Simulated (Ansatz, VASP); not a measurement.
# Two plane-wave programs on SiC

POSCAR

```
SiC
1.0
    3.0753562433      0.0000000000      0.0000000000
   -1.5376781217      2.6633366324      0.0000000000
    0.0000000000      0.0000000000      5.0481080951
Si C
2 2
Direct
    0.3333333333      0.6666666667     -0.0004084047
    0.6666666667      0.3333333333      0.4995915953
    0.3333333333      0.6666666667      0.3754084047
    0.6666666667      0.3333333333      0.8754084047
```

Contents of INCAR.step1:

```
SYSTEM = SiC
  PREC = Accurate
  ENCUT = 520
  EDIFF = 1E-5
  ISMEAR = 0
  SIGMA = 0.01
  LREAL = .False.
  LASPH = .True.
  NELM = 60
  ALGO = Normal
  ISIF = 2
  LWAVE = .True.
  LCHARG = .False.
  NBANDS = 16
  GGA = PE
```

The input INCAR.step2:

```
SYSTEM = SiC
  PREC = Accurate
  ENCUT = 520
  EDIFF = 1E-6
  ISMEAR = 0
  SIGMA = 0.01
  LREAL = .False.
  LASPH = .True.
  NELM = 60
  ALGO = Normal
  ISIF = 2
  LWAVE = .False.
  LCHARG = .False.
  GGA = PE
  LHFCALC = .True.
  HFSCREEN = 0.2079
  PRECFOCK = Normal
  NBANDS = 16
  ISTART = 1
```

KPOINTS

```
regular mesh
0
Gamma
  6 6 4
  0 0 0
```

Input for Ansatz:

```yaml
crystal:
  lattice:
    - [3.0753562433, 0.0, 0.0]
    - [-1.5376781217, 2.6633366324, 0.0]
    - [0.0, 0.0, 5.0481080951]
  atoms:
    - { symbol: Si, position: [0.3333333333, 0.6666666667, -0.0004084047] }
    - { symbol: Si, position: [0.6666666667, 0.3333333333, 0.4995915953] }
    - { symbol: C, position: [0.3333333333, 0.6666666667, 0.3754084047] }
    - { symbol: C, position: [0.6666666667, 0.3333333333, 0.8754084047] }
kpoints:
  mp_grid: { grid: [6, 6, 4] }
  band_path:
    path:
      - [0.0, 0.0, 0.0]
      - [0.5, 0.0, 0.0]
      - [0.3333333333, 0.3333333333, 0.0]
      - [0.0, 0.0, 0.5]
      - [0.5, 0.0, 0.5]
      - [0.3333333333, 0.3333333333, 0.5]
    npoints: 1
hamiltonian:
  xc: hse06
scf:
  occupations: { method: fixed }
  n_extra_bands: 5
output:
  forces: true
  stress: true
  eigenvalues: true
```

Alike in both runs: task single point; functional HSE06; k mesh 6 × 6 × 4; no spin polarisation.

|  | VASP | Ansatz |
| --- | --- | --- |
| version | VASP 6.6.1 | Ansatz 0.2.0 |
| potentials or method | VASP PAW PBE potentials, release 64 (Si, C) | plane waves, PAW |
| plane-wave cutoff (eV) | 520 | 420 |
| occupations | gaussian, width 0.01 eV | fixed |
| valence electrons in the cell | 16 | 16 |

VASP gave:

| Quantity | Value |
| --- | --- |
| gap on the k mesh at the Fermi level (eV) | 3.16 |
| pressure (GPa) | -1.6 |
| traceless stress, the component that is largest in VASP (GPa) | -0.30 |
| rms of the force components (eV/Å) | 0.010 |

Q: Which values does Ansatz return?

A: gap on the k mesh at the Fermi level (eV): 3.16; pressure (GPa): -1.2; traceless stress, the component that is largest in VASP (GPa): -0.34; rms of the force components (eV/Å): 0.011.

Atom by atom the forces differ by 0.000 eV/Å (rms over components). Ansatz's warnings: stress exchange threshold loose, stress scf threshold loose.
